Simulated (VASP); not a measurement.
# Li4NbO4 (Cm) in VASP: a series of runs

The runs below take Li4NbO4 through single point, with PBEsol.

Everything below comes from runs of VASP 6.6.1. Logs are shortened: lines on timing, memory, paths and dates and some standing lists are left out, and cuts for length are marked.

## 1. The cell of the first run

It takes space group Cm (No. 8, monoclinic). Conventional cell: a = 10.782 Å, b = 3.260 Å, c = 7.624 Å, α = 90.00°, β = 135.00°, γ = 90.00°. Within 1.5 Å of Li (site symmetry m) lie 1 O at 1.15 Å. Li (site symmetry m) has 4 O at 1.92 to 2.04 Å and 2 Li at 2.51 Å within 2.6 Å. Li (site symmetry m) has 4 O at 1.92 to 2.04 Å and 2 Li at 2.51 Å within 2.6 Å. Li (site symmetry m) has 4 O at 1.92 to 2.04 Å and 2 Li at 1.97 Å within 2.5 Å. Nb (site symmetry m) has 4 O at 1.94 Å and 1 Li at 2.37 Å within 2.6 Å. Within 2.5 Å of O (site symmetry m) lie 4 Li at 1.92 to 2.04 Å and 1 Nb at 1.94 Å. O (site symmetry m) has 1 Nb at 1.94 Å and 4 Li at 1.94 to 2.22 Å within 2.6 Å. O (site symmetry m) has 1 Li at 1.15 Å within 1.5 Å.

## 2. Single point, PBEsol (atom 1 (Li) moved by +0.405 Å along [1 0 0] and +0.810 Å along [0 1 0])

Input file INCAR:

```
PREC = Accurate ; ENCUT = 520
EDIFF = 1E-7 ; ISMEAR = 0
SIGMA = 0.05 ; LREAL = False
LASPH = True ; NELM = 60
ALGO = Normal ; ISIF = 2
LWAVE = False ; LCHARG = False
GGA = PS ; NBANDS = 34
```

Input file KPOINTS:

```
Automatic mesh
0
Gamma
  10 10 10
```

Input file POSCAR:

```
Li4NbO4
1.0
   -3.8119495391      3.8119495391      1.6301049253
    3.8119495391     -3.8119495391      1.6301049253
    3.8119495391      3.8119495391     -1.6301049253
Li Nb O
4 1 4
Direct
    0.2279101365      0.2104504461      0.4383605826
    0.8426719780      0.3341549847      0.1768269627
    0.1573280220      0.6658450153      0.8231730373
    0.6658450153      0.8426719780      0.5085169933
    0.0000000000      0.0000000000      0.0000000000
    0.7589255465      0.0797104317      0.8386359782
    0.9202895683      0.7589255465      0.6792151148
    0.0797104317      0.2410744535      0.3207848852
    0.2410744535      0.9202895683      0.1613640218
```

Potentials or basis: VASP PAW PBE potentials, release 64 (Li_sv, Nb_sv, O).

Started as:

```bash
cat potpaw_PBE.64/Li_sv/POTCAR potpaw_PBE.64/Nb_sv/POTCAR potpaw_PBE.64/O/POTCAR > POTCAR
mpirun -np 1 vasp_std > vasp.out
```

OUTCAR:

```text
PREC = Accurate
   ENCUT = 520
   EDIFF = 1E-7
   ISMEAR = 0
   LREAL = False
   LASPH = True
   NELM = 60
   ISIF = 2
   GGA = PS

 ion  position               nearest neighbor table
   1  0.228  0.210  0.438-   8 1.15   4 1.97   4 1.97   9 2.21   7 2.22   7 2.22   5 2.37
   2  0.843  0.334  0.177-   9 1.92   9 1.92   8 1.94   6 2.04   3 2.51   3 2.51   5 2.82
   3  0.157  0.666  0.823-   6 1.92   6 1.92   7 1.94   9 2.04   2 2.51   2 2.51   5 2.82
   4  0.666  0.843  0.509-   8 1.92   8 1.92   6 1.94   1 1.97   1 1.97   7 2.04   5 2.82
   5  0.000  0.000  0.000-   7 1.94   8 1.94   6 1.94   9 1.94   1 2.37   3 2.82   4 2.82   2 2.82

   6  0.759  0.080  0.839-   3 1.92   3 1.92   5 1.94   4 1.94   2 2.04
   7  0.920  0.759  0.679-   5 1.94   3 1.94   4 2.04   1 2.22   1 2.22
   8  0.080  0.241  0.321-   1 1.15   4 1.92   4 1.92   5 1.94   2 1.94
   9  0.241  0.920  0.161-   2 1.92   2 1.92   5 1.94   3 2.04   1 2.21

  LATTYP: Found a body centered tetragonal cell.
 ALAT       =     7.6238990782
 C/A-ratio  =     0.4276302476

  Lattice vectors:

 A1 = (  -3.8119495391,   3.8119495391,   1.6301049253)
 A2 = (   3.8119495391,  -3.8119495391,   1.6301049253)
 A3 = (   3.8119495391,   3.8119495391,  -1.6301049253)

Analysis of symmetry for initial positions (statically):
=====================================================================
 Subroutine PRICEL returns:
 Original cell was already a primitive cell.

 Routine SETGRP: Setting up the symmetry group for a
 body centered tetragonal supercell.

 Subroutine GETGRP returns: Found  2 space group operations
 (whereof  2 operations were pure point group operations)
 out of a pool of 16 trial point group operations.

The static configuration has the point symmetry C_1h.

Analysis of symmetry for dynamics (positions and initial velocities):
=====================================================================
 Subroutine PRICEL returns:
 Original cell was already a primitive cell.

 Routine SETGRP: Setting up the symmetry group for a
 body centered tetragonal supercell.

 Subroutine GETGRP returns: Found  2 space group operations
 (whereof  2 operations were pure point group operations)
 out of a pool of 16 trial point group operations.

The dynamic configuration has the point symmetry C_1h.

 Subroutine INISYM returns: Found  2 space group operations
 (whereof  2 operations are pure point group operations),
 and found     1 'primitive' translations

----------------------------------------------------------------------------------------

                                     Primitive cell

  volume of cell :      94.7480

  direct lattice vectors                    reciprocal lattice vectors
    -3.811949539  3.811949539  1.630104925     0.000000000  0.131166479  0.306728722
     3.811949539 -3.811949539  1.630104925     0.131166479  0.000000000  0.306728722
     3.811949539  3.811949539 -1.630104925     0.131166479  0.131166479  0.000000000

  length of vectors
     5.631976620  5.631976620  5.631976620     0.333597293  0.333597293  0.185497414

  position of ions in fractional coordinates (direct lattice)
     0.227910137  0.210450446  0.438360583
     0.842671978  0.334154985  0.176826963
     0.157328022  0.665845015  0.823173037
     0.665845015  0.842671978  0.508516993
     0.000000000  0.000000000  0.000000000
     0.758925547  0.079710432  0.838635978
     0.920289568  0.758925547  0.679215115
     0.079710432  0.241074453  0.320784885
     0.241074453  0.920289568  0.161364022

  ion indices of the primitive-cell ions
   primitive index   ion index
                 1           1
                 2           2
                 3           3
                 4           4
                 5           5
                 6           6
                 7           7
                 8           8
                 9           9

----------------------------------------------------------------------------------------

 KPOINTS: Automatic mesh

Automatic generation of k-mesh.
 Grid dimensions read from file:
 generate k-points for:   10   10   10

 Generating k-lattice:

  Cartesian coordinates                     Fractional coordinates (reciprocal lattice)
     0.000000000  0.013116648  0.030672872     0.100000000  0.000000000  0.000000000
     0.013116648  0.000000000  0.030672872     0.000000000  0.100000000  0.000000000
     0.013116648  0.013116648  0.000000000     0.000000000  0.000000000  0.100000000

  Length of vectors
     0.033359729  0.033359729  0.018549741

  Shift w.r.t. Gamma in fractional coordinates (k-lattice)
     0.000000000  0.000000000  0.000000000

 Subroutine IBZKPT returns following result:
 ===========================================

 Found    282 irreducible k-points:

 Following reciprocal coordinates:
            Coordinates               Weight
  0.000000  0.000000  0.000000      1.000000
  0.100000  0.000000 -0.000000      4.000000
  0.100000  0.000000 -0.100000      4.000000
  0.200000  0.000000 -0.000000      4.000000
  0.200000  0.000000 -0.200000      4.000000
  0.300000 -0.000000  0.000000      4.000000
[... 16 lines left out ...]
  0.500000  0.000000 -0.400000      4.000000
 -0.100000 -0.400000  0.000000      4.000000
 [... further k-points ...]
   k-points           NKPTS =    282   k-points in BZ     NKDIM =    282   number of bands    NBANDS=     34
   number of dos      NEDOS =    301   number of ions     NIONS =      9
   total plane-waves  NPLWV =  74088
   dimension x,y,z NGX =    42 NGY =   42 NGZ =   42
   dimension x,y,z NGXF=    84 NGYF=   84 NGZF=   84
   ions per type =               4   1   4
   NGX,Y,Z   is equivalent  to a cutoff of  12.40, 12.40, 12.40 a.u.
   NGXF,Y,Z  is equivalent  to a cutoff of  24.80, 24.80, 24.80 a.u.
 SYSTEM =  unknown system
   PREC   = accura    normal or accurate (medium, high low for compatibility)
   ISTART =      0    job   : 0-new  1-cont  2-samecut
   ICHARG =      2    charge: 1-file 2-atom 10-const
   ISPIN  =      1    spin polarized calculation?
   LNONCOLLINEAR =      F non collinear calculations
   LSORBIT =      F    spin-orbit coupling
   LASPH  =      T    aspherical Exc in radial PAW
   ENCUT  =  520.0 eV  38.22 Ry    6.18 a.u.  10.47 10.47 10.47*2*pi/ulx,y,z
   NELM   =     60;   NELMIN=  2; NELMDL= -5     # of ELM steps
   EDIFF  = 0.1E-06   stopping-criterion for ELM
   LREAL  =      F    real-space projection
   EDIFFG = 0.1E-05   stopping-criterion for IOM
   NSW    =      0    number of steps for IOM
   IBRION =     -1    ionic relax: 0-MD 1-quasi-New 2-CG
   NFREE  =      0    steps in history (QN), initial steepest desc. (CG)
   ISIF   =      2    stress and relaxation
   ISYM   =      2    0-nonsym 1-usesym 2-fastsym
   POTIM  = 0.5000    time-step for ionic-motion
   TEBEG  =    0.0;   TEEND  =   0.0 temperature during run
   PSTRESS=    0.0 pullay stress
   NELECT =      49.0000    total number of electrons
   NUPDOWN=      -1.0000    fix difference up-down
   EMIN   =  10.00;   EMAX   =-10.00  energy-range for DOS
   EFERMI =   0.00;   METHOD = LEGACY
   ISMEAR =     0;   SIGMA  =   0.05  broadening in eV -4-tet -1-fermi 0-gaus
   EFERMI_NEDOS =   21; number of points for ismear=-14 and -15
   IALGO  =     38    algorithm
   IMIX   =      4    mixing-type and parameters
     AMIX     =   0.40;   BMIX     =  1.00
     AMIX_MAG =   1.60;   BMIX_MAG =  1.00
  volume/ion in A,a.u.               =      10.53        71.04
  Fermi-wavevector in a.u.,A,eV,Ry     =   1.314065  2.483223 23.494096  1.726767
  Thomas-Fermi vector in A             =   2.444344
   LORBIT       =      0    0 simple, 1 ext, 2 COOP (PROOUT), +10 PAW based schemes
   GGA     = PS    functional components
   LHFCALC =     F    Hartree Fock is set to
   AEXX    =    0.0000 exact exchange contribution
   IVDW    =     0    specifies the selected vdW correction
   LEPSILON=     F    determine dielectric tensor
   LRPA    =     F    only Hartree local field effects (RPA)
 non-spin polarized calculation
 Gauss-broadening in eV      SIGMA  =   0.05
  energy-cutoff  :      520.00
  volume of cell :       94.75
 maximum number of plane-waves:      2570
 NGX is ok and might be reduce to    42
   NGX = 21   NGY = 21   NGZ = 21

 number of electron      49.0000003 magnetization

 Free energy of the ion-electron system (eV)
  ---------------------------------------------------
  ext. energy  EPLUGINS =         0.00000000
  ---------------------------------------------------
  free energy    TOTEN  =       -52.53564269 eV

  energy without entropy =      -52.53564269  energy(sigma->0) =      -52.53564269

 E-fermi :   3.2710     XC(G=0):  -9.9094

 val. band max:        2.9715085089   @ k =  -0.1000  -0.1000   0.1000
 cond. band min:       4.2178137414   @ k =  -0.3000  -0.4000   0.3000
 fundamental gap:      1.2463052325
 Fermi energy:         3.2710325603

 k-point     1 :       0.0000    0.0000    0.0000
  band No.  band energies     occupation
      1     -51.9864      2.00000
      2     -41.0464      2.00000
      3     -40.5719      2.00000
      4     -39.8196      2.00000
      5     -39.7275      2.00000
      6     -28.3728      2.00000
[... 26 lines left out ...]
     33      11.7045      0.00000
     34      13.3685      0.00000

 k-point     2 :       0.1000    0.0000   -0.0000
  band No.  band energies     occupation
      1     -51.9844      2.00000
      2     -41.0349      2.00000
      3     -40.5831      2.00000
      4     -39.8181      2.00000
      5     -39.7279      2.00000
      6     -28.3700      2.00000
[... 26 lines left out ...]
     33      11.6070      0.00000
     34      13.2086      0.00000
[... 775 lines left out ...]
     33      12.0559      0.00000
     34      12.8184      0.00000

 k-point    24 :      -0.1000   -0.4000    0.0000
  band No.  band energies     occupation
      1     -51.9657      2.00000
      2     -40.8409      2.00000
      3     -40.7729      2.00000
      4     -39.8024      2.00000
      5     -39.7328      2.00000
      6     -28.3433      2.00000
[... 26 lines left out ...]
     33      12.2127      0.00000
     34      12.9045      0.00000

 [... further k-points ...]
[... 5 lines left out ...]
  --------------------------------------------------------------------------------------
  -------------------------------------------------------------------------------------
  Total        1.9226439     32.5853796      1.6925477     -4.6742319      0.0000000      0.0000000
  in kB       32.5116938    551.0151373     28.6207924    -79.0407405      0.0000000      0.0000000
  external PRESSURE =     204.0492078 kB  Pullay stress =       0.0000000 kB

 VOLUME and BASIS-vectors are now :
 -----------------------------------------------------------------------------
  energy-cutoff  :      520.00
  volume of cell :       94.75
      direct lattice vectors                 reciprocal lattice vectors
    -3.811949539  3.811949539  1.630104925     0.000000000  0.131166479  0.306728722
     3.811949539 -3.811949539  1.630104925     0.131166479  0.000000000  0.306728722
     3.811949539  3.811949539 -1.630104925     0.131166479  0.131166479  0.000000000

 POSITION                                       TOTAL-FORCE (eV/Angst)
 -----------------------------------------------------------------------------------
      1.60445      1.73756      0.00000        -6.816189     31.833539      0.000000
     -1.26439      2.61250      1.63010         0.338244     -0.186800      0.000000
      5.07634      1.19945      0.00000         0.040136     -0.385804      0.000000
      2.61250      1.26439      1.63010         1.114339     -0.371173      0.000000
      0.00000      0.00000      0.00000        -3.123025     -1.100996      0.000000
      0.60770      5.78597      0.00000        -0.098215      0.010276      0.000000
      1.97402      3.20425      1.63010         1.099949     -0.819160      0.000000
      1.83793      0.60770      0.00000         6.705696    -28.257563     -0.000000
      3.20425     -1.97402      1.63010         0.739065     -0.722320      0.000000
 -----------------------------------------------------------------------------------
    total drift:                               -0.000406      0.000935      0.000038

  FREE ENERGIE OF THE ION-ELECTRON SYSTEM (eV)
  ---------------------------------------------------
  free  energy   TOTEN  =       -52.5356426884 eV

  energy  without entropy=      -52.5356426884  energy(sigma->0) =      -52.53564269
```

Wall time 26 min (1 thread of Oxide Virtual Turin-like, shared host); peak memory 0.77 GiB.

Results:

```
Free energy            : -52.5356 eV
Largest force          : 32.555 eV/Å
Band gap on the k mesh : zero (an odd number of electrons rules out a gap without spin polarisation)
```

Forces in eV/Å, atoms in the order of the input:
```
Li   -6.816  31.834   0.000
Li    0.338  -0.187   0.000
Li    0.040  -0.386   0.000
Li    1.114  -0.371   0.000
Nb   -3.123  -1.101   0.000
O    -0.098   0.010   0.000
O     1.100  -0.819   0.000
O     6.706 -28.258   0.000
O     0.739  -0.722   0.000
```

Caveat: the cell differs from its parent crystal (atom 1 (Li) moved by +0.405 Å along [1 0 0] and +0.810 Å along [0 1 0]); the cutoff is under 1.25 times the usual one of these potentials, so pressure, stress and relaxed cells hold a basis-set (Pulay) error; atoms lie so close that the PAW spheres overlap strongly, which falsifies energies and pressures; the PAW data sets were made with another functional, which shifts forces and pressure a little; an odd number of electrons without spin polarisation forces a metal; a magnetic or distorted state may lie lower.

(Part 1 of 2 ends here.)
